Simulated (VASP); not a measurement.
# Sc (P4/nmm) in VASP: single point with r2SCAN

Aim: the single point of Sc with r2SCAN.

All numbers are computed with VASP 6.6.1; they aren't measurements. Logs are shortened: lines on timing, memory, paths and dates and some standing lists are left out, and cuts for length are marked.

## Step 1: The cell of the first run

Symmetry: P4/nmm, No. 129, tetragonal system. Conventional cell: a = 5.423 Å, b = 5.423 Å, c = 3.435 Å, α = 90.00°, β = 90.00°, γ = 90.00°. Within 4.1 Å of Sc (site symmetry -4m2) lie 14 Sc at 3.15 to 3.83 Å. Sc (site symmetry 4mm) has 14 Sc at 3.15 to 3.84 Å within 4.1 Å.

## Step 2: Single point, r2SCAN

POSCAR reads:

```
Sc
1.0
    5.4226760000      0.0000000000      0.0000000000
    0.0000000000      5.4226760000      0.0000000000
    0.0000000000      0.0000000000      3.4352060000
Sc
4
Direct
    0.5000000000      0.5000000000      0.0000000000
    0.0000000000      0.0000000000      0.0000000000
    0.5000000000      0.0000000000      0.5326640000
    0.0000000000      0.5000000000      0.4673360000
```

INCAR.step1 reads:

```
SYSTEM = Sc
PREC = Accurate ; ENCUT = 520
ISMEAR = -1 ; SIGMA = 0.03
LREAL = .FALSE. ; LASPH = .TRUE.
NELM = 100 ; NBANDS = 30
GGA = PE ; ALGO = Normal
EDIFF = 1E-4 ; LWAVE = .TRUE.
LCHARG = .FALSE.
```

INCAR.step2 reads:

```
SYSTEM = Sc
PREC = Accurate ; ENCUT = 520
EDIFF = 1E-6 ; ISMEAR = -1
SIGMA = 0.03 ; LREAL = .FALSE.
LASPH = .TRUE. ; NELM = 100
ALGO = Normal ; ISIF = 2
LWAVE = .FALSE. ; LCHARG = .TRUE.
METAGGA = R2SCAN ; LMIXTAU = .TRUE.
LELF = .TRUE. ; LVHAR = .TRUE.
NBANDS = 30 ; ISTART = 1
```

KPOINTS reads:

```
Automatic mesh
0
G
  7 7 11
  0 0 0
```

Potentials or basis: VASP PAW PBE potentials, release 64 (Sc_sv).

The run is started by

```
$ cat potpaw_PBE.64/Sc_sv/POTCAR > POTCAR
$ cp INCAR.step1 INCAR
$ mpirun -np 1 vasp_std > vasp.out
$ cp INCAR.step2 INCAR
$ mpirun -np 1 vasp_std > vasp.out
```

OUTCAR:

```text
SYSTEM = Sc
   PREC = Accurate
   ENCUT = 520
   EDIFF = 1E-6
   ISMEAR = -1
   LREAL = .FALSE.
   LASPH = .TRUE.
   NELM = 100
   ISIF = 2
   METAGGA = R2SCAN
   ISTART = 1

 ion  position               nearest neighbor table
   1  0.500  0.500  0.000-   3 3.15   4 3.15   3 3.15   4 3.15   3 3.27   3 3.27   4 3.27   4 3.27

   2  0.000  0.000  0.000-   3 3.15   4 3.15   4 3.15   3 3.15   3 3.27   4 3.27   3 3.27   4 3.27

   3  0.500  0.000  0.533-   1 3.15   2 3.15   1 3.15   2 3.15   1 3.27   1 3.27   2 3.27   2 3.27

   4  0.000  0.500  0.467-   1 3.15   2 3.15   2 3.15   1 3.15   2 3.27   1 3.27   1 3.27   2 3.27

  LATTYP: Found a simple tetragonal cell.
 ALAT       =     5.4226760000
 C/A-ratio  =     0.6334890744

  Lattice vectors:

 A1 = (   5.4226760000,   0.0000000000,   0.0000000000)
 A2 = (   0.0000000000,   5.4226760000,   0.0000000000)
 A3 = (   0.0000000000,   0.0000000000,   3.4352060000)

Analysis of symmetry for initial positions (statically):
=====================================================================
 Subroutine PRICEL returns:
 Original cell was already a primitive cell.

 Routine SETGRP: Setting up the symmetry group for a
 simple tetragonal supercell.

 Subroutine GETGRP returns: Found 16 space group operations
 (whereof  8 operations were pure point group operations)
 out of a pool of 16 trial point group operations.

The static configuration has the point symmetry D_2d.
 The point group associated with its full space group is D_4h.

Analysis of symmetry for dynamics (positions and initial velocities):
=====================================================================
 Subroutine PRICEL returns:
 Original cell was already a primitive cell.

 Routine SETGRP: Setting up the symmetry group for a
 simple tetragonal supercell.

 Subroutine GETGRP returns: Found 16 space group operations
 (whereof  8 operations were pure point group operations)
 out of a pool of 16 trial point group operations.

The dynamic configuration has the point symmetry D_2d.
 The point group associated with its full space group is D_4h.

 Subroutine INISYM returns: Found 16 space group operations
 (whereof  8 operations are pure point group operations),
 and found     1 'primitive' translations

----------------------------------------------------------------------------------------

                                     Primitive cell

  volume of cell :     101.0137

  direct lattice vectors                    reciprocal lattice vectors
     5.422676000  0.000000000  0.000000000     0.184410796  0.000000000  0.000000000
     0.000000000  5.422676000  0.000000000     0.000000000  0.184410796  0.000000000
     0.000000000  0.000000000  3.435206000     0.000000000  0.000000000  0.291103357

  length of vectors
     5.422676000  5.422676000  3.435206000     0.184410796  0.184410796  0.291103357

  position of ions in fractional coordinates (direct lattice)
     0.500000000  0.500000000  0.000000000
     0.000000000  0.000000000  0.000000000
     0.500000000  0.000000000  0.532664000
     0.000000000  0.500000000  0.467336000

  ion indices of the primitive-cell ions
   primitive index   ion index
                 1           1
                 2           2
                 3           3
                 4           4

----------------------------------------------------------------------------------------

 KPOINTS: Automatic mesh

Automatic generation of k-mesh.
 Grid dimensions read from file:
 generate k-points for:    7    7   11

 Generating k-lattice:

  Cartesian coordinates                     Fractional coordinates (reciprocal lattice)
     0.026344399  0.000000000  0.000000000     0.142857143  0.000000000  0.000000000
     0.000000000  0.026344399  0.000000000     0.000000000  0.142857143  0.000000000
     0.000000000  0.000000000  0.026463942     0.000000000  0.000000000  0.090909091

  Length of vectors
     0.026344399  0.026344399  0.026463942

  Shift w.r.t. Gamma in fractional coordinates (k-lattice)
     0.000000000  0.000000000  0.000000000

 Subroutine IBZKPT returns following result:
 ===========================================

 Found     60 irreducible k-points:

 Following reciprocal coordinates:
            Coordinates               Weight
  0.000000  0.000000  0.000000      1.000000
  0.142857  0.000000  0.000000      4.000000
  0.285714  0.000000  0.000000      4.000000
  0.428571  0.000000  0.000000      4.000000
  0.142857  0.142857  0.000000      4.000000
  0.285714  0.142857  0.000000      8.000000
[... 16 lines left out ...]
  0.285714  0.000000  0.181818      8.000000
  0.428571  0.000000  0.181818      8.000000
 [... further k-points ...]
   k-points           NKPTS =     60   k-points in BZ     NKDIM =     60   number of bands    NBANDS=     30
   number of dos      NEDOS =    301   number of ions     NIONS =      4
   total plane-waves  NPLWV =  44800
   dimension x,y,z NGX =    40 NGY =   40 NGZ =   28
   dimension x,y,z NGXF=    80 NGYF=   80 NGZF=   56
   ions per type =               4
   NGX,Y,Z   is equivalent  to a cutoff of  12.26, 12.26, 13.55 a.u.
   NGXF,Y,Z  is equivalent  to a cutoff of  24.53, 24.53, 27.10 a.u.
 SYSTEM =  Sc
   PREC   = accura    normal or accurate (medium, high low for compatibility)
   ISTART =      1    job   : 0-new  1-cont  2-samecut
   ICHARG =      0    charge: 1-file 2-atom 10-const
   ISPIN  =      1    spin polarized calculation?
   LNONCOLLINEAR =      F non collinear calculations
   LSORBIT =      F    spin-orbit coupling
   LASPH  =      T    aspherical Exc in radial PAW
   ENCUT  =  520.0 eV  38.22 Ry    6.18 a.u.  10.08 10.08  6.39*2*pi/ulx,y,z
   NELM   =    100;   NELMIN=  2; NELMDL=  0     # of ELM steps
   EDIFF  = 0.1E-05   stopping-criterion for ELM
   LREAL  =      F    real-space projection
   EDIFFG = 0.1E-04   stopping-criterion for IOM
   NSW    =      0    number of steps for IOM
   IBRION =     -1    ionic relax: 0-MD 1-quasi-New 2-CG
   NFREE  =      0    steps in history (QN), initial steepest desc. (CG)
   ISIF   =      2    stress and relaxation
   ISYM   =      2    0-nonsym 1-usesym 2-fastsym
   POTIM  = 0.5000    time-step for ionic-motion
   TEBEG  =    0.0;   TEEND  =   0.0 temperature during run
   PSTRESS=    0.0 pullay stress
   NELECT =      44.0000    total number of electrons
   NUPDOWN=      -1.0000    fix difference up-down
   EMIN   =  10.00;   EMAX   =-10.00  energy-range for DOS
   EFERMI =   0.00;   METHOD = LEGACY
   ISMEAR =    -1;   SIGMA  =   0.03  broadening in eV -4-tet -1-fermi 0-gaus
   EFERMI_NEDOS =   21; number of points for ismear=-14 and -15
   IALGO  =     38    algorithm
   IMIX   =      4    mixing-type and parameters
     AMIX     =   0.40;   BMIX     =  1.00
     AMIX_MAG =   1.60;   BMIX_MAG =  1.00
  volume/ion in A,a.u.               =      25.25       170.42
  Fermi-wavevector in a.u.,A,eV,Ry     =   1.240983  2.345117 20.953486  1.540038
  Thomas-Fermi vector in A             =   2.375400
   LORBIT       =      0    0 simple, 1 ext, 2 COOP (PROOUT), +10 PAW based schemes
   METAGGA = R2SCAN    functional components
   LHFCALC =     F    Hartree Fock is set to
   AEXX    =    0.0000 exact exchange contribution
   IVDW    =     0    specifies the selected vdW correction
   LEPSILON=     F    determine dielectric tensor
   LRPA    =     F    only Hartree local field effects (RPA)
 non-spin polarized calculation
  energy-cutoff  :      520.00
  volume of cell :      101.01
 maximum number of plane-waves:      2746
   NGX = 21   NGY = 21   NGZ = 13

 number of electron      43.9999989 magnetization

 Free energy of the ion-electron system (eV)
  ---------------------------------------------------
  ext. energy  EPLUGINS =         0.00000000
  ---------------------------------------------------
  free energy    TOTEN  =       -45.06630164 eV

  energy without entropy =      -45.04009617  energy(sigma->0) =      -45.05319891

 E-fermi :   3.7033     XC(G=0): -10.4940

 val. band max:        3.6918727748   @ k =   0.4286   0.2857   0.2727
 cond. band min:       3.7034601835   @ k =   0.1429   0.0000   0.3636
 fundamental gap:      0.0115874087
 Fermi energy:         3.7033219119

 k-point     1 :       0.0000    0.0000    0.0000
  band No.  band energies     occupation
      1     -48.0973      2.00000
      2     -48.0467      2.00000
      3     -48.0377      2.00000
      4     -47.9972      2.00000
      5     -25.9279      2.00000
      6     -25.9279      2.00000
[... 22 lines left out ...]
     29       6.1112      0.00000
     30       6.1317      0.00000

 k-point     2 :       0.1429    0.0000    0.0000
  band No.  band energies     occupation
      1     -48.0946      2.00000
      2     -48.0476      2.00000
      3     -48.0373      2.00000
      4     -47.9994      2.00000
      5     -25.9231      2.00000
      6     -25.9098      2.00000
[... 22 lines left out ...]
     29       5.9884      0.00000
     30       6.1141      0.00000

 k-point     3 :       0.2857    0.0000    0.0000
  band No.  band energies     occupation
      1     -48.0871      2.00000
      2     -48.0536      2.00000
      3     -48.0328      2.00000
      4     -48.0056      2.00000
      5     -25.9099      2.00000
      6     -25.8589      2.00000
[... 22 lines left out ...]
     29       5.9672      0.00000
     30       6.0178      0.00000

 k-point     4 :       0.4286    0.0000    0.0000
  band No.  band energies     occupation
      1     -48.0762      2.00000
      2     -48.0641      2.00000
      3     -48.0243      2.00000
      4     -48.0145      2.00000
      5     -25.8907      2.00000
      6     -25.8693      2.00000
[... 616 lines left out ...]
     29       6.0513      0.00000
     30       6.3517      0.00000

 k-point    23 :       0.2857    0.0000    0.1818
  band No.  band energies     occupation
      1     -48.0778      2.00000
      2     -48.0491      2.00000
      3     -48.0308      2.00000
      4     -48.0083      2.00000
      5     -25.8780      2.00000
      6     -25.8470      2.00000
[... 22 lines left out ...]
     29       6.0517      0.00000
     30       6.3214      0.00000

 k-point    24 :       0.4286    0.0000    0.1818
  band No.  band energies     occupation
      1     -48.0684      2.00000
      2     -48.0580      2.00000
      3     -48.0239      2.00000
      4     -48.0158      2.00000
      5     -25.8606      2.00000
      6     -25.8413      2.00000
[... 22 lines left out ...]
     29       6.2112      0.00000
     30       6.2636      0.00000

 [... further k-points ...]
[... 5 lines left out ...]
  --------------------------------------------------------------------------------------
  -------------------------------------------------------------------------------------
  Total       -0.6167965     -0.6167965      0.6690980      0.0000000     -0.0000000      0.0000000
  in kB       -9.7830074     -9.7830074     10.6125617      0.0000000     -0.0000000      0.0000000
  external PRESSURE =      -2.9844843 kB  Pullay stress =       0.0000000 kB

 VOLUME and BASIS-vectors are now :
 -----------------------------------------------------------------------------
  energy-cutoff  :      520.00
  volume of cell :      101.01
      direct lattice vectors                 reciprocal lattice vectors
     5.422676000  0.000000000  0.000000000     0.184410796  0.000000000  0.000000000
     0.000000000  5.422676000  0.000000000     0.000000000  0.184410796  0.000000000
     0.000000000  0.000000000  3.435206000     0.000000000  0.000000000  0.291103357

 POSITION                                       TOTAL-FORCE (eV/Angst)
 -----------------------------------------------------------------------------------
      2.71134      2.71134      0.00000         0.000000     -0.000000      0.000000
      0.00000      0.00000      0.00000         0.000000      0.000000      0.000000
      2.71134      0.00000      1.82981        -0.000000     -0.000000     -0.160854
      0.00000      2.71134      1.60540         0.000000     -0.000000      0.160854
 -----------------------------------------------------------------------------------
    total drift:                               -0.000000      0.000000     -0.000000

  FREE ENERGIE OF THE ION-ELECTRON SYSTEM (eV)
  ---------------------------------------------------
  free  energy   TOTEN  =       -45.0663016426 eV

  energy  without entropy=      -45.0400961691  energy(sigma->0) =      -45.05319891
```

It took 4.5 min on 1 thread of Intel Xeon 6975P-C (Granite Rapids), shared host; peak memory 0.29 GiB.

Results:

```yaml
Free_energy: -45.0663 eV
Pressure: -0.3 GPa
Largest_force: 0.161 eV/Å
Band_gap_on_the_k_mesh: zero (band 22 reaches 4.09 eV, above the bottom of band 23 at 3.31 eV)
```

Forces on the atoms (eV/Å):
```
Sc   0.000  0.000  0.000
Sc   0.000  0.000  0.000
Sc   0.000  0.000 -0.161
Sc   0.000  0.000  0.161
```

Stress tensor (GPa, compression positive):
```
-0.98  0.00  0.00
 0.00 -0.98  0.00
 0.00  0.00  1.06
```

Caveat: the PAW data sets were made with another functional, which shifts forces and pressure a little.
